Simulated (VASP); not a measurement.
# WS2 in VASP: further runs, part 2 of 2

VASP 6.6.1.

### Step 3. Single point, PBEsol (all S atoms moved +0.013 Å, as atom 3 along Cartesian [0 0 1])

The input, INCAR:

```
SYSTEM = WS2
PREC     = Accurate       ! precision mode
ENCUT    = 520            ! plane-wave cutoff, eV
EDIFF    = 1E-7           ! SCF threshold, eV
ISMEAR   = 0              ! smearing method
SIGMA    = 0.05           ! smearing width, eV
LREAL    = .FALSE.        ! projectors in reciprocal space
LASPH    = .TRUE.         ! aspherical terms in the spheres
NELM     = 100            ! most SCF steps
ALGO     = Normal         ! electronic algorithm
ISIF     = 2              ! what is computed and relaxed
LWAVE    = .FALSE.        ! write WAVECAR
LCHARG   = .FALSE.        ! write CHGCAR
GGA      = PS             ! functional
NBANDS   = 35             ! bands
```

The input, KPOINTS:

```
Automatic mesh
0
G
  12 12 2
  0 0 0
```

The input, POSCAR:

```
WS2
1.0
    3.1458813836      0.0000000000      0.0000000000
   -1.5729406918      2.7244131955      0.0000000000
    0.0000000000      0.0000000000     23.5674572586
W S
2 4
Direct
    0.3333333333      0.6666666667      0.6345758579
    0.6666666667      0.3333333333      0.3654241421
    0.3333333333      0.6666666667      0.2994773752
    0.6666666667      0.3333333333      0.5685797390
    0.3333333333      0.6666666667      0.4324810458
    0.6666666667      0.3333333333      0.7015834096
```

Potentials or basis: VASP PAW PBE potentials, release 64 (W_sv, S).

On the command line:

```bash
> cat potpaw_PBE.64/W_sv/POTCAR potpaw_PBE.64/S/POTCAR > POTCAR
> mpirun -np 1 vasp_std > vasp.out
```

OUTCAR:

```text
SYSTEM = WS2
   PREC = Accurate
   ENCUT = 520
   EDIFF = 1E-7
   ISMEAR = 0
   LREAL = .FALSE.
   LASPH = .TRUE.
   NELM = 100
   ISIF = 2
   GGA = PS

 ion  position               nearest neighbor table
   1  0.333  0.667  0.635-   4 2.39   4 2.39   4 2.39   6 2.41   6 2.41   6 2.41
   2  0.667  0.333  0.365-   3 2.39   3 2.39   3 2.39   5 2.41   5 2.41   5 2.41
   3  0.333  0.667  0.299-   2 2.39   2 2.39   2 2.39
   4  0.667  0.333  0.569-   1 2.39   1 2.39   1 2.39
   5  0.333  0.667  0.432-   2 2.41   2 2.41   2 2.41
   6  0.667  0.333  0.702-   1 2.41   1 2.41   1 2.41

  LATTYP: Found a hexagonal cell.
 ALAT       =     3.1458813836
 C/A-ratio  =     7.4915276150

  Lattice vectors:

 A1 = (   3.1458813836,   0.0000000000,   0.0000000000)
 A2 = (  -1.5729406918,   2.7244131955,   0.0000000000)
 A3 = (   0.0000000000,   0.0000000000,  23.5674572586)

Analysis of symmetry for initial positions (statically):
=====================================================================
 Subroutine PRICEL returns:
 Original cell was already a primitive cell.

 Routine SETGRP: Setting up the symmetry group for a
 hexagonal supercell.

 Subroutine GETGRP returns: Found  6 space group operations
 (whereof  6 operations were pure point group operations)
 out of a pool of 24 trial point group operations.

The static configuration has the point symmetry C_3v.

Analysis of symmetry for dynamics (positions and initial velocities):
=====================================================================
 Subroutine PRICEL returns:
 Original cell was already a primitive cell.

 Routine SETGRP: Setting up the symmetry group for a
 hexagonal supercell.

 Subroutine GETGRP returns: Found  6 space group operations
 (whereof  6 operations were pure point group operations)
 out of a pool of 24 trial point group operations.

The dynamic configuration has the point symmetry C_3v.

 Subroutine INISYM returns: Found  6 space group operations
 (whereof  6 operations are pure point group operations),
 and found     1 'primitive' translations

----------------------------------------------------------------------------------------

                                     Primitive cell

  volume of cell :     201.9892

  direct lattice vectors                    reciprocal lattice vectors
     3.145881384  0.000000000  0.000000000     0.317875939  0.183525759  0.000000000
    -1.572940692  2.724413195  0.000000000     0.000000000  0.367051518  0.000000000
     0.000000000  0.000000000 23.567457259     0.000000000  0.000000000  0.042431391

  length of vectors
     3.145881384  3.145881384 23.567457259     0.367051518  0.367051518  0.042431391

  position of ions in fractional coordinates (direct lattice)
     0.333333333  0.666666667  0.634575858
     0.666666667  0.333333333  0.365424142
     0.333333333  0.666666667  0.299477375
     0.666666667  0.333333333  0.568579739
     0.333333333  0.666666667  0.432481046
     0.666666667  0.333333333  0.701583410
[... 23 lines left out ...]
     0.000000000  0.000000000  0.021215696     0.000000000  0.000000000  0.500000000

  Length of vectors
     0.030587627  0.030587627  0.021215696

  Shift w.r.t. Gamma in fractional coordinates (k-lattice)
     0.000000000  0.000000000  0.000000000

 Subroutine IBZKPT returns following result:
 ===========================================

 Found     38 irreducible k-points:

 Following reciprocal coordinates:
            Coordinates               Weight
  0.000000  0.000000  0.000000      1.000000
  0.083333  0.000000  0.000000      6.000000
  0.166667  0.000000  0.000000      6.000000
  0.250000 -0.000000  0.000000      6.000000
  0.333333  0.000000  0.000000      6.000000
  0.416667  0.000000  0.000000      6.000000
[... 16 lines left out ...]
  0.250000 -0.000000  0.500000      6.000000
  0.333333  0.000000  0.500000      6.000000
 [... further k-points ...]
   k-points           NKPTS =     38   k-points in BZ     NKDIM =     38   number of bands    NBANDS=     35
   number of dos      NEDOS =    301   number of ions     NIONS =      6
   total plane-waves  NPLWV = 103680
   dimension x,y,z NGX =    24 NGY =   24 NGZ =  180
   dimension x,y,z NGXF=    48 NGYF=   48 NGZF=  360
   ions per type =               2   4
   NGX,Y,Z   is equivalent  to a cutoff of  12.68, 12.68, 12.70 a.u.
   NGXF,Y,Z  is equivalent  to a cutoff of  25.37, 25.37, 25.39 a.u.
 SYSTEM =  WS2
   PREC   = accura    normal or accurate (medium, high low for compatibility)
   ISTART =      0    job   : 0-new  1-cont  2-samecut
   ICHARG =      2    charge: 1-file 2-atom 10-const
   ISPIN  =      1    spin polarized calculation?
   LNONCOLLINEAR =      F non collinear calculations
   LSORBIT =      F    spin-orbit coupling
   LASPH  =      T    aspherical Exc in radial PAW
   ENCUT  =  520.0 eV  38.22 Ry    6.18 a.u.   5.85  5.85 43.82*2*pi/ulx,y,z
   NELM   =    100;   NELMIN=  2; NELMDL= -5     # of ELM steps
   EDIFF  = 0.1E-06   stopping-criterion for ELM
   LREAL  =      F    real-space projection
   EDIFFG = 0.1E-05   stopping-criterion for IOM
   NSW    =      0    number of steps for IOM
   IBRION =     -1    ionic relax: 0-MD 1-quasi-New 2-CG
   NFREE  =      0    steps in history (QN), initial steepest desc. (CG)
   ISIF   =      2    stress and relaxation
   ISYM   =      2    0-nonsym 1-usesym 2-fastsym
   POTIM  = 0.5000    time-step for ionic-motion
   TEBEG  =    0.0;   TEEND  =   0.0 temperature during run
   PSTRESS=    0.0 pullay stress
   NELECT =      52.0000    total number of electrons
   NUPDOWN=      -1.0000    fix difference up-down
   EMIN   =  10.00;   EMAX   =-10.00  energy-range for DOS
   EFERMI =   0.00;   METHOD = LEGACY
   ISMEAR =     0;   SIGMA  =   0.05  broadening in eV -4-tet -1-fermi 0-gaus
   EFERMI_NEDOS =   21; number of points for ismear=-14 and -15
   IALGO  =     38    algorithm
   IMIX   =      4    mixing-type and parameters
     AMIX     =   0.40;   BMIX     =  1.00
     AMIX_MAG =   1.60;   BMIX_MAG =  1.00
  volume/ion in A,a.u.               =      33.66       227.18
  Fermi-wavevector in a.u.,A,eV,Ry     =   1.041438  1.968032 14.756774  1.084592
  Thomas-Fermi vector in A             =   2.176058
   LORBIT       =      0    0 simple, 1 ext, 2 COOP (PROOUT), +10 PAW based schemes
   GGA     = PS    functional components
   LHFCALC =     F    Hartree Fock is set to
   AEXX    =    0.0000 exact exchange contribution
   IVDW    =     0    specifies the selected vdW correction
   LEPSILON=     F    determine dielectric tensor
   LRPA    =     F    only Hartree local field effects (RPA)
 non-spin polarized calculation
 Gauss-broadening in eV      SIGMA  =   0.05
  energy-cutoff  :      520.00
  volume of cell :      201.99
 maximum number of plane-waves:      5476
 NGX is ok and might be reduce to    24
   NGX = 11   NGY = 11   NGZ = 87

 number of electron      51.9999990 magnetization

 Free energy of the ion-electron system (eV)
  ---------------------------------------------------
  ext. energy  EPLUGINS =         0.00000000
  ---------------------------------------------------
  free energy    TOTEN  =       -50.51927425 eV

  energy without entropy =      -50.51927425  energy(sigma->0) =      -50.51927425

 E-fermi :   1.4733     XC(G=0):  -6.2570

 val. band max:        1.1306237081   @ k =   0.0000   0.0000   0.5000
 cond. band min:       2.6649389725   @ k =   0.1667   0.1667   0.0000
 fundamental gap:      1.5343152644
 Fermi energy:         1.4733262552

 k-point     1 :       0.0000    0.0000    0.0000
  band No.  band energies     occupation
      1     -73.0656      2.00000
      2     -73.0490      2.00000
      3     -37.3440      2.00000
      4     -37.3274      2.00000
      5     -37.1496      2.00000
      6     -37.1496      2.00000
[... 901 lines left out ...]
     34       5.5240      0.00000
     35       7.4110      0.00000

 [... further k-points ...]
[... 5 lines left out ...]
  --------------------------------------------------------------------------------------
  -------------------------------------------------------------------------------------
  Total        0.0893847      0.0893847      0.0903739      0.0000000      0.0000000      0.0000000
  in kB        0.7089990      0.7089990      0.7168453      0.0000000      0.0000000      0.0000000
  external PRESSURE =       0.7116144 kB  Pullay stress =       0.0000000 kB

 VOLUME and BASIS-vectors are now :
 -----------------------------------------------------------------------------
  energy-cutoff  :      520.00
  volume of cell :      201.99
      direct lattice vectors                 reciprocal lattice vectors
     3.145881384  0.000000000  0.000000000     0.317875939  0.183525759  0.000000000
    -1.572940692  2.724413195  0.000000000     0.000000000  0.367051518  0.000000000
     0.000000000  0.000000000 23.567457259     0.000000000  0.000000000  0.042431391

 POSITION                                       TOTAL-FORCE (eV/Angst)
 -----------------------------------------------------------------------------------
     -0.00000      1.81628     14.95534        -0.000000     -0.000000      0.418635
      1.57294      0.90814      8.61212         0.000000     -0.000000      0.416202
     -0.00000      1.81628      7.05792         0.000000     -0.000000     -0.233325
      1.57294      0.90814     13.39998        -0.000000     -0.000000     -0.231171
     -0.00000      1.81628     10.19248        -0.000000     -0.000000     -0.184583
      1.57294      0.90814     16.53454         0.000000      0.000000     -0.185758
 -----------------------------------------------------------------------------------
    total drift:                                0.000000      0.000000      0.000607

  FREE ENERGIE OF THE ION-ELECTRON SYSTEM (eV)
  ---------------------------------------------------
  free  energy   TOTEN  =       -50.5192742549 eV

  energy  without entropy=      -50.5192742549  energy(sigma->0) =      -50.51927425
```

Wall time 3 min (1 thread of Intel Xeon 6975P-C (Granite Rapids), shared host); peak memory 0.43 GiB.

Results:

| Item | Value |
| --- | --- |
| Free energy | -50.5193 eV |
| Largest force | 0.419 eV/Å |
| Band gap on the k mesh | 1.53 eV, indirect (least direct gap 1.90 eV) |

Forces in eV/Å, atoms in the order of the input:
```
W    0.000  0.000  0.419
W    0.000  0.000  0.416
S    0.000  0.000 -0.233
S    0.000  0.000 -0.231
S    0.000  0.000 -0.185
S    0.000  0.000 -0.186
```

Caveat: the cell differs from its parent crystal (all S atoms moved +0.013 Å, as atom 3 along Cartesian [0 0 1]); the PAW data sets were made with another functional, which shifts forces and pressure a little; spin-orbit coupling is left out, which moves the levels of the heavy elements.
